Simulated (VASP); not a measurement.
# RbReB2 (P4mm) in VASP: single point with PBE

Aim: the single point of RbReB2 with PBE.

Program: VASP 6.6.1. These are calculated values, not measurements. Logs are shortened: lines on timing, memory, paths and dates and some standing lists are left out, and cuts for length are marked.

## 1. The cell of the first run

Symmetry: P4mm, No. 99, tetragonal system. The conventional cell has a = 3.772 Å, b = 3.772 Å, c = 7.142 Å, α = 90.00°, β = 90.00°, γ = 90.00°. Rb (site symmetry 4mm) has 8 B at 3.44 to 4.66 Å and 2 Re at 3.57 to 3.58 Å and 4 Rb at 3.77 Å within 4.7 Å. Within 2.7 Å of Re (site symmetry 4mm) lie 4 B at 2.01 Å. Within 2.7 Å of B (site symmetry 2mm) lie 2 Re at 2.01 Å and 4 B at 2.67 Å.

The cell was generated, and may not be a known phase.

## 2. Single point, PBE

INCAR reads:

```
ALGO     = Normal         # electronic algorithm
EDIFF    = 1E-6           # SCF threshold, eV
ENCUT    = 560            # plane-wave cutoff, eV
GGA      = PE             # functional
GGA_COMPAT= F            
ISIF     = 2              # what is computed and relaxed
ISMEAR   = 0              # smearing method
LASPH    = T              # aspherical terms in the spheres
LCHARG   = F              # write CHGCAR
LREAL    = F              # projectors in reciprocal space
LWAVE    = F              # write WAVECAR
NBANDS   = 23             # bands
NELM     = 120            # most SCF steps
PREC     = Accurate       # precision mode
SIGMA    = 0.1            # smearing width, eV
```

KPOINTS reads:

```
k-points
0
Gamma
  4 4 4
```

POSCAR reads:

```
RbReB2
1.0
    3.7721092162      0.0000000000      0.0000000000
    0.0000000000      3.7721092162      0.0000000000
    0.0000000000      0.0000000000      7.1420134885
Rb Re B
1 1 2
Direct
    0.0000000000      0.0000000000      0.4632290873
    0.0000000000      0.0000000000      0.9626275512
    0.0000000000      0.5000000000      0.8661229857
    0.5000000000      0.0000000000      0.8661229857
```

Potentials or basis: VASP PAW PBE potentials, release 64 (Rb_sv, Re_sv_GW, B).

The run is started by

```console
$ cat potpaw_PBE.64/Rb_sv/POTCAR potpaw_PBE.64/Re_sv_GW/POTCAR potpaw_PBE.64/B/POTCAR > POTCAR
$ mpirun -np 1 vasp_std > vasp.out
```

OUTCAR:

```text
EDIFF = 1E-6
   ENCUT = 560
   GGA = PE
   ISIF = 2
   ISMEAR = 0
   LASPH = T
   LREAL = F
   NELM = 120
   PREC = Accurate

 ion  position               nearest neighbor table
   1  0.000  0.000  0.463-   3 3.44   4 3.44   3 3.44   4 3.44   2 3.57   2 3.58
   2  0.000  0.000  0.963-   3 2.01   4 2.01   3 2.01   4 2.01   1 3.57   1 3.58
   3  0.000  0.500  0.866-   2 2.01   2 2.01   1 3.44   1 3.44
   4  0.500  0.000  0.866-   2 2.01   2 2.01   1 3.44   1 3.44

  LATTYP: Found a simple tetragonal cell.
 ALAT       =     3.7721092162
 C/A-ratio  =     1.8933739929

  Lattice vectors:

 A1 = (   3.7721092162,   0.0000000000,   0.0000000000)
 A2 = (   0.0000000000,   3.7721092162,   0.0000000000)
 A3 = (   0.0000000000,   0.0000000000,   7.1420134885)

Analysis of symmetry for initial positions (statically):
=====================================================================
 Subroutine PRICEL returns:
 Original cell was already a primitive cell.

 Routine SETGRP: Setting up the symmetry group for a
 simple tetragonal supercell.

 Subroutine GETGRP returns: Found  8 space group operations
 (whereof  8 operations were pure point group operations)
 out of a pool of 16 trial point group operations.

The static configuration has the point symmetry C_4v.

Analysis of symmetry for dynamics (positions and initial velocities):
=====================================================================
 Subroutine PRICEL returns:
 Original cell was already a primitive cell.

 Routine SETGRP: Setting up the symmetry group for a
 simple tetragonal supercell.

 Subroutine GETGRP returns: Found  8 space group operations
 (whereof  8 operations were pure point group operations)
 out of a pool of 16 trial point group operations.

The dynamic configuration has the point symmetry C_4v.

 Subroutine INISYM returns: Found  8 space group operations
 (whereof  8 operations are pure point group operations),
 and found     1 'primitive' translations

----------------------------------------------------------------------------------------

                                     Primitive cell

  volume of cell :     101.6223

  direct lattice vectors                    reciprocal lattice vectors
[... 79 lines left out ...]
   LNONCOLLINEAR =      F non collinear calculations
   LSORBIT =      F    spin-orbit coupling
   LASPH  =      T    aspherical Exc in radial PAW
   ENCUT  =  560.0 eV  41.16 Ry    6.42 a.u.   7.28  7.28 13.78*2*pi/ulx,y,z
   NELM   =    120;   NELMIN=  2; NELMDL= -5     # of ELM steps
   EDIFF  = 0.1E-05   stopping-criterion for ELM
   LREAL  =      F    real-space projection
   EDIFFG = 0.1E-04   stopping-criterion for IOM
   NSW    =      0    number of steps for IOM
   IBRION =     -1    ionic relax: 0-MD 1-quasi-New 2-CG
   NFREE  =      0    steps in history (QN), initial steepest desc. (CG)
   ISIF   =      2    stress and relaxation
   ISYM   =      2    0-nonsym 1-usesym 2-fastsym
   POTIM  = 0.5000    time-step for ionic-motion
   TEBEG  =    0.0;   TEEND  =   0.0 temperature during run
   PSTRESS=    0.0 pullay stress
   NELECT =      30.0000    total number of electrons
   NUPDOWN=      -1.0000    fix difference up-down
   EMIN   =  10.00;   EMAX   =-10.00  energy-range for DOS
   EFERMI =   0.00;   METHOD = LEGACY
   ISMEAR =     0;   SIGMA  =   0.10  broadening in eV -4-tet -1-fermi 0-gaus
   EFERMI_NEDOS =   21; number of points for ismear=-14 and -15
   IALGO  =     38    algorithm
   IMIX   =      4    mixing-type and parameters
     AMIX     =   0.40;   BMIX     =  1.00
     AMIX_MAG =   1.60;   BMIX_MAG =  1.00
  volume/ion in A,a.u.               =      25.41       171.45
  Fermi-wavevector in a.u.,A,eV,Ry     =   1.090064  2.059923 16.166994  1.188241
  Thomas-Fermi vector in A             =   2.226281
   LORBIT       =      0    0 simple, 1 ext, 2 COOP (PROOUT), +10 PAW based schemes
   GGA     = PE    functional components
   LHFCALC =     F    Hartree Fock is set to
   AEXX    =    0.0000 exact exchange contribution
   IVDW    =     0    specifies the selected vdW correction
   LEPSILON=     F    determine dielectric tensor
   LRPA    =     F    only Hartree local field effects (RPA)
 non-spin polarized calculation
 Gauss-broadening in eV      SIGMA  =   0.10
  energy-cutoff  :      560.00
  volume of cell :      101.62
 maximum number of plane-waves:      3088
 NGX is ok and might be reduce to    30
   NGX = 15   NGY = 15   NGZ = 27

 number of electron      30.0000000 magnetization

 Free energy of the ion-electron system (eV)
  ---------------------------------------------------
  ext. energy  EPLUGINS =         0.00000000
  ---------------------------------------------------
  free energy    TOTEN  =       -24.42502973 eV

  energy without entropy =      -24.41695768  energy(sigma->0) =      -24.42099371

 E-fermi :   2.6537     XC(G=0):  -8.3410

 val. band max:        2.6225393971   @ k =   0.5000   0.0000   0.5000
 cond. band min:       2.7592985023   @ k =   0.2500   0.2500   0.0000
 fundamental gap:      0.1367591052
 Fermi energy:         2.6536671005

 k-point     1 :       0.0000    0.0000    0.0000
  band No.  band energies     occupation
      1     -76.6809      2.00000
      2     -38.6538      2.00000
      3     -38.6538      2.00000
      4     -38.5979      2.00000
      5     -25.9992      2.00000
      6      -9.9861      2.00000
[... 457 lines left out ...]
     22       7.6852      0.00000
     23       7.6852      0.00000

------------------------ aborting loop because EDIFF is reached ----------------------------------------

  FORCE on cell =-STRESS in cart. coord.  units (eV):
  Direction    XX          YY          ZZ          XY          YZ          ZX
  --------------------------------------------------------------------------------------
  -------------------------------------------------------------------------------------
  Total       -0.1750895     -0.1750895     -0.0701966      0.0000000      0.0000000      0.0000000
  in kB       -2.7604598     -2.7604598     -1.1067198      0.0000000      0.0000000      0.0000000
  external PRESSURE =      -2.2092131 kB  Pullay stress =       0.0000000 kB

 VOLUME and BASIS-vectors are now :
 -----------------------------------------------------------------------------
  energy-cutoff  :      560.00
  volume of cell :      101.62
      direct lattice vectors                 reciprocal lattice vectors
     3.772109216  0.000000000  0.000000000     0.265103671  0.000000000  0.000000000
     0.000000000  3.772109216  0.000000000     0.000000000  0.265103671  0.000000000
     0.000000000  0.000000000  7.142013488     0.000000000  0.000000000  0.140016538

 POSITION                                       TOTAL-FORCE (eV/Angst)
 -----------------------------------------------------------------------------------
      0.00000      0.00000      3.30839         0.000000     -0.000000     -0.007746
      0.00000      0.00000      6.87510        -0.000000     -0.000000      0.004547
      0.00000      1.88605      6.18586        -0.000000      0.000000      0.001599
      1.88605      0.00000      6.18586        -0.000000     -0.000000      0.001599
 -----------------------------------------------------------------------------------
    total drift:                               -0.000000     -0.000000      0.000389

  FREE ENERGIE OF THE ION-ELECTRON SYSTEM (eV)
  ---------------------------------------------------
  free  energy   TOTEN  =       -24.4250297276 eV

  energy  without entropy=      -24.4169576846  energy(sigma->0) =      -24.42099371
```

OSZICAR:

```text
N       E                     dE             d eps       ncg     rms          rms(c)
DAV:   1     0.236758945051E+03    0.23676E+03   -0.15047E+04   828   0.122E+03
DAV:   2    -0.107099916329E+02   -0.24747E+03   -0.23627E+03  1076   0.303E+02
DAV:   3    -0.279612083696E+02   -0.17251E+02   -0.16974E+02  1122   0.826E+01
DAV:   4    -0.288380683997E+02   -0.87686E+00   -0.87427E+00  1261   0.118E+01
DAV:   5    -0.288476985425E+02   -0.96301E-02   -0.96292E-02  1095   0.129E+00    0.101E+02
DAV:   6    -0.261186824506E+02    0.27290E+01   -0.35822E+01   863   0.231E+01    0.874E+01
DAV:   7    -0.255311884652E+02    0.58749E+00   -0.17593E+01   954   0.177E+01    0.943E+00
DAV:   8    -0.244180606542E+02    0.11131E+01   -0.34280E+00   989   0.866E+00    0.189E+00
DAV:   9    -0.244294313634E+02   -0.11371E-01   -0.28823E-01  1054   0.238E+00    0.418E+00
DAV:  10    -0.244279311153E+02    0.15002E-02   -0.11191E-02  1173   0.493E-01    0.145E+00
DAV:  11    -0.244258377364E+02    0.20934E-02   -0.18402E-02  1108   0.730E-01    0.334E+00
DAV:  12    -0.244250169465E+02    0.82079E-03   -0.28437E-03   968   0.278E-01    0.118E+00
DAV:  13    -0.244249596126E+02    0.57334E-04   -0.79931E-04  1085   0.142E-01    0.766E-02
DAV:  14    -0.244250157890E+02   -0.56176E-04   -0.82937E-05   941   0.480E-02    0.911E-02
DAV:  15    -0.244250276818E+02   -0.11893E-04   -0.18486E-05   951   0.219E-02    0.446E-02
DAV:  16    -0.244250292266E+02   -0.15447E-05   -0.37570E-06   931   0.991E-03    0.190E-02
DAV:  17    -0.244250297276E+02   -0.50098E-06   -0.83279E-07   696   0.474E-03
   1 F= -.24425030E+02 E0= -.24420994E+02  d E =-.807204E-02
```

Run time: 32 s. Hardware: 1 thread of AMD EPYC 9R45 (Zen 5), shared host; peak memory 0.21 GiB.

What came out:

```yaml
Free_energy: -24.4250 eV
Pressure: -0.2 GPa
Largest_force: 0.008 eV/Å
Band_gap_on_the_k_mesh: zero (bands 15 and 16 overlap by 0.85 eV)
```

Forces on the atoms (eV/Å):
```
Rb   0.000  0.000 -0.008
Re   0.000  0.000  0.005
B    0.000  0.000  0.002
B    0.000  0.000  0.002
```

Caveat: the k points lie up to 0.42 Å⁻¹ apart, too coarse for converged energies and pressures of a metal; spin-orbit coupling is left out, which moves the levels of the heavy elements.

The gap in the log of VASP goes by the Fermi energy; the results here count the filled bands.